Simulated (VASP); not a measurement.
# Sn (I4/mmm) in VASP: notebook, part 2 of 3

VASP 6.6.1.

**4. Relaxation of cell and atoms, B3LYP**

This run uses another cell than the first one, of 27.35 Å³/atom.

Input file POSCAR:

```
Sn
1.0
   -2.0291894110      2.0291894110      1.6607599896
    2.0291894110     -2.0291894110      1.6607599896
    2.0291894110      2.0291894110     -1.6607599896
Sn
1
Direct
    0.0000000000      0.0000000000      0.0000000000
```

Input file INCAR.step1:

```
SYSTEM = Sn
ALGO     = Normal         ! electronic algorithm
EDIFF    = 1E-5           ! SCF threshold, eV
ENCUT    = 600            ! plane-wave cutoff, eV
GGA      = PE             ! functional
ISMEAR   = -1             ! smearing method
LASPH    = .True.         ! aspherical terms in the spheres
LCHARG   = .False.        ! write CHGCAR
LREAL    = .False.        ! projectors in reciprocal space
LWAVE    = .True.         ! write WAVECAR
NBANDS   = 13             ! bands
NELM     = 80             ! most SCF steps
PREC     = Accurate       ! precision mode
SIGMA    = 0.05           ! smearing width, eV
```

Input file INCAR.step2:

```
SYSTEM = Sn
AEXX     = 0.2            ! exact-exchange fraction
AGGAC    = 0.81         
AGGAX    = 0.72         
ALDAC    = 0.19         
ALGO     = Normal         ! electronic algorithm
EDIFF    = 1E-6           ! SCF threshold, eV
EDIFFG   = -0.01          ! ionic threshold
ENCUT    = 600            ! plane-wave cutoff, eV
GGA      = B3             ! functional
IBRION   = 2              ! ionic algorithm
ISIF     = 3              ! what is computed and relaxed
ISMEAR   = -1             ! smearing method
ISTART   = 1            
LASPH    = .True.         ! aspherical terms in the spheres
LCHARG   = .False.        ! write CHGCAR
LHFCALC  = .True.         ! exact exchange
LREAL    = .False.        ! projectors in reciprocal space
LWAVE    = .False.        ! write WAVECAR
NELM     = 80             ! most SCF steps
NSW      = 60             ! ionic steps
PREC     = Accurate       ! precision mode
PRECFOCK = Normal       
SIGMA    = 0.05           ! smearing width, eV
```

Input file KPOINTS:

```
k-points
0
Gamma
  5 5 5
  0 0 0
```

Potentials or basis: VASP PAW PBE potentials, release 64 (Sn_d).

Started as:

```
> cat potpaw_PBE.64/Sn_d/POTCAR > POTCAR
> cp INCAR.step1 INCAR
> mpirun -np 1 vasp_std > vasp.out
> cp INCAR.step2 INCAR
> mpirun -np 1 vasp_std > vasp.out
```

OUTCAR:

```text
SYSTEM = Sn
   AEXX = 0.2
   EDIFF = 1E-6
   EDIFFG = -0.01
   ENCUT = 600
   GGA = B3
   IBRION = 2
   ISIF = 3
   ISMEAR = -1
   ISTART = 1
   LASPH = .True.
   LHFCALC = .True.
   LREAL = .False.
   NELM = 80
   NSW = 60
   PREC = Accurate
   PRECFOCK = Normal

 ion  position               nearest neighbor table
   1  0.000  0.000  0.000-

  LATTYP: Found a body centered tetragonal cell.
 ALAT       =     4.0583788220
 C/A-ratio  =     0.8184351745

  Lattice vectors:

 A1 = (  -2.0291894110,   2.0291894110,   1.6607599896)
 A2 = (   2.0291894110,  -2.0291894110,   1.6607599896)
 A3 = (   2.0291894110,   2.0291894110,  -1.6607599896)

Analysis of symmetry for initial positions (statically):
=====================================================================
 Subroutine PRICEL returns:
 Original cell was already a primitive cell.

 Routine SETGRP: Setting up the symmetry group for a
 body centered tetragonal supercell.

 Subroutine GETGRP returns: Found 16 space group operations
 (whereof 16 operations were pure point group operations)
 out of a pool of 16 trial point group operations.

The static configuration has the point symmetry D_4h.

Analysis of symmetry for dynamics (positions and initial velocities):
=====================================================================
 Subroutine PRICEL returns:
 Original cell was already a primitive cell.

 Routine SETGRP: Setting up the symmetry group for a
 body centered tetragonal supercell.

 Subroutine GETGRP returns: Found 16 space group operations
 (whereof 16 operations were pure point group operations)
 out of a pool of 16 trial point group operations.

The dynamic configuration has the point symmetry D_4h.

 Subroutine INISYM returns: Found 16 space group operations
 (whereof 16 operations are pure point group operations),
[... 116 lines left out ...]
   NKREDX  =     1    reduce k-point grid by
   NKREDY  =     1    reduce k-point grid by
   NKREDZ  =     1    reduce k-point grid by
   AEXX    =    0.2000 exact exchange contribution
   HFSCREEN=    0.0000 screening length (either q_TF or 0.3 A-1)
   HFSCREENC=   0.0000 screening length for correlation (either q_TF or 0.3 A-1)
   ENCUTFOCK=  -1.0 apply spherical cutoff to Coloumb kernel
   IVDW    =     0    specifies the selected vdW correction
   LEPSILON=     F    determine dielectric tensor
   LRPA    =     F    only Hartree local field effects (RPA)
 conjugate gradient relaxation of ions
 non-spin polarized calculation
  energy-cutoff  :      600.00
  volume of cell :       27.35
 maximum number of plane-waves:       937
  NGX = 20; NGY = 20; NGZ = 20

--------------------------------------- Ionic step        1  -------------------------------------------

 number of electron      14.0000001 magnetization

 Free energy of the ion-electron system (eV)
  ---------------------------------------------------
  ext. energy  EPLUGINS =         0.00000000
  ---------------------------------------------------
  free energy    TOTEN  =        -3.69094489 eV

  energy without entropy =       -3.68626745  energy(sigma->0) =       -3.68860617

------------------------ aborting loop because EDIFF is reached ----------------------------------------

  FORCE on cell =-STRESS in cart. coord.  units (eV):
  Direction    XX          YY          ZZ          XY          YZ          ZX
  --------------------------------------------------------------------------------------
  -------------------------------------------------------------------------------------
  Total        0.7245333      0.7245333      1.5458584      0.0000000      0.0000000      0.0000000
  in kB       42.4381931     42.4381931     90.5457892      0.0000000      0.0000000      0.0000000
  external PRESSURE =      58.4740585 kB  Pullay stress =       0.0000000 kB
[... 86 lines left out ...]
  FREE ENERGIE OF THE ION-ELECTRON SYSTEM (eV)
  ---------------------------------------------------
  free  energy   TOTEN  =        -3.7718366162 eV

  energy  without entropy=       -3.7675035802  energy(sigma->0) =       -3.76967010

[... ionic steps 4 to 8 ...]

--------------------------------------- Ionic step        9  -------------------------------------------

 number of electron      14.0000000 magnetization

------------------------ aborting loop because EDIFF is reached ----------------------------------------
[... 65 lines left out ...]
--------------------------------------- Ionic step       11  -------------------------------------------

 number of electron      14.0000000 magnetization

 Free energy of the ion-electron system (eV)
  ---------------------------------------------------
  ext. energy  EPLUGINS =         0.00000000
  ---------------------------------------------------
  free energy    TOTEN  =        -3.77342895 eV

  energy without entropy =       -3.76904118  energy(sigma->0) =       -3.77123506

 E-fermi :   6.6360     XC(G=0):  -7.6860

 val. band max:        6.0854267155   @ k =  -0.4000   0.2000   0.0000
 cond. band min:       6.6622990180   @ k =   0.2000   0.2000   0.2000
 fundamental gap:      0.5768723025
 Fermi energy:         6.6360305583

 k-point     1 :       0.0000    0.0000    0.0000
  band No.  band energies     occupation
      1     -16.9509      2.00000
      2     -16.9086      2.00000
      3     -16.9086      2.00000
      4     -16.8658      2.00000
      5     -16.8252      2.00000
      6      -4.8343      2.00000
      7      13.6550      0.00000
      8      13.6550      0.00000
      9      14.9039      0.00000
     10      17.8042      0.00000
     11      19.0113      0.00000
[... 264 lines left out ...]
  FREE ENERGIE OF THE ION-ELECTRON SYSTEM (eV)
  ---------------------------------------------------
  free  energy   TOTEN  =        -3.7734289516 eV

  energy  without entropy=       -3.7690411752  energy(sigma->0) =       -3.77123506

 reached required accuracy - stopping structural energy minimisation
```

OUTCAR.step1:

```text
SYSTEM = Sn
   EDIFF = 1E-5
   ENCUT = 600
   GGA = PE
   ISMEAR = -1
   LASPH = .True.
   LREAL = .False.
[... 495 lines left out ...]
 -----------------------------------------------------------------------------------
      0.00000      0.00000      0.00000         0.000000     -0.000000     -0.000000
 -----------------------------------------------------------------------------------
    total drift:                               -0.000000     -0.000000     -0.000000

  FREE ENERGIE OF THE ION-ELECTRON SYSTEM (eV)
  ---------------------------------------------------
  free  energy   TOTEN  =        -3.6307904121 eV

  energy  without entropy=       -3.6119733675  energy(sigma->0) =       -3.62138189
```

OSZICAR.step1:

```text
N       E                     dE             d eps       ncg     rms          rms(c)
DAV:   1     0.867567053063E+02    0.86757E+02   -0.78107E+03   473   0.178E+03
DAV:   2     0.233415297875E+01   -0.84423E+02   -0.82107E+02   523   0.355E+02
DAV:   3    -0.351483258166E+01   -0.58490E+01   -0.58315E+01   513   0.758E+01
DAV:   4    -0.363876135218E+01   -0.12393E+00   -0.12390E+00   573   0.116E+01
DAV:   5    -0.364311327354E+01   -0.43519E-02   -0.43519E-02   601   0.209E+00    0.131E+00
DAV:   6    -0.363395084438E+01    0.91624E-02   -0.95281E-03   578   0.168E+00    0.727E-01
DAV:   7    -0.363090653774E+01    0.30443E-02   -0.61737E-03   598   0.129E+00    0.943E-02
DAV:   8    -0.363079061460E+01    0.11592E-03   -0.63349E-04   578   0.418E-01    0.207E-02
DAV:   9    -0.363079041210E+01    0.20250E-06   -0.10569E-05   417   0.490E-02
   1 F= -.36307904E+01 E0= -.36213819E+01  d E =-.188170E-01
```

Wall time 69 min (1 thread of Intel Xeon Platinum 8488C (Sapphire Rapids), shared host); peak memory 0.17 GiB.

Results:

```yaml
Free_energy: -3.7734 eV
Relaxed_volume: 31.32 Å³/atom
Relaxed_cell: a = 3.455 Å, b = 3.455 Å, c = 3.455 Å, α = 105.85°, β = 105.85°, γ = 116.99°
Space_group_after_relaxing_to_0.1_Å: I4/mmm (No. 139)
Energy_gained_by_relaxing: 82.5 meV/atom
Ionic_steps: 11
Pressure_after_relaxing: 0.0 GPa
Band_gap_on_the_k_mesh: zero (bands 7 and 8 overlap by 8.26 eV)
```

Step by step:
| step | energy change (eV) | largest force (eV/Å) | pressure (GPa) | volume (Å³) |
| --- | --- | --- | --- | --- |
| 1 | 0.0000 | 0.0000 | 5.85 | 27.35 |
| 2 | -0.0809 | 0.0000 | -0.20 | 31.48 |
| 3 | -0.0809 | 0.0000 | -0.22 | 31.50 |
| 4 | -0.0823 | 0.0000 | -0.05 | 31.36 |
| 5 | -0.0825 | 0.0000 | 0.07 | 31.26 |
| 6 | -0.0825 | 0.0000 | 0.04 | 31.27 |
| 7 | -0.0824 | 0.0000 | -0.01 | 31.32 |
| 8 | -0.0825 | 0.0000 | 0.03 | 31.29 |
| 9 | -0.0825 | 0.0000 | 0.05 | 31.28 |
| 10 | -0.0825 | 0.0000 | 0.05 | 31.28 |
| 11 | -0.0825 | 0.0000 | -0.03 | 31.32 |

Final structure:
```cif
data_structure
_symmetry_space_group_name_H-M 'P 1'
_symmetry_Int_Tables_number 1
_cell_length_a 3.4546
_cell_length_b 3.4546
_cell_length_c 3.4546
_cell_angle_alpha 105.848
_cell_angle_beta 105.848
_cell_angle_gamma 116.990
_cell_volume 31.32
loop_
_atom_site_label
_atom_site_type_symbol
_atom_site_fract_x
_atom_site_fract_y
_atom_site_fract_z
_atom_site_occupancy
Sn1 Sn 0.00000 0.00000 0.00000 1
```

Caveat: the k points lie up to 0.46 Å⁻¹ apart in the final cell, too coarse for converged energies and pressures of a metal; the PAW data sets were made with another functional, which shifts forces and pressure a little; spin-orbit coupling is left out, which moves the levels of the heavy elements.

(Continued in part 3 of 3.)

The gap in the log of VASP goes by the Fermi energy; the results here count the filled bands.